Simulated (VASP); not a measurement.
# MgO: single point with r2SCAN

The system is MgO.

```
Mg O
1.0
     0.00000    2.19210    2.19210
     2.19210    0.00000    2.19210
     2.19210    2.19210    0.00000
Mg O
1 1
Direct
  0.00000 0.00000 0.00000
  0.50000 0.50000 0.50000
```

* Program: VASP 6.6.1
* Task: single point
* Functional: r2SCAN
* Potentials or basis: VASP PAW PBE potentials, release 64 (Mg, O)
* Cutoff: 660 eV
* k mesh: 9 × 9 × 9
* Occupations: fermi-dirac, width 0.02 eV
* Spin: no spin polarisation
* Dipole correction: no
* Further INCAR settings: ALGO = Normal; EDIFF = 1e-06; NBANDS = 11

The pressure is -17.5 GPa. The band gap on the k mesh is 4.48 eV.

Levels at points of the mesh, in eV from the valence-band top:
| k point | band 1 | band 2 | band 3 | band 4 | band 5 | band 6 | band 7 | band 8 | band 9 |
| --- | --- | --- | --- | --- | --- | --- | --- | --- | --- |
| (0.00, 0.00, 0.00) | -17.63 | 0.00 | 0.00 | 0.00 | 4.48 | 16.12 | 16.12 | 16.12 | 19.93 |

Wall time 55 s on 1 thread of Intel(R) Xeon(R) Platinum 8259CL CPU @ 2.50GHz (Skylake/Cascade Lake), with other jobs on the host, peak memory 0.17 GiB.

Caveat: the cell stands under tension; the PAW data sets were made with another functional, which shifts forces and pressure a little. r2SCAN opens gaps a little over a GGA but as a rule still falls short of measured ones.
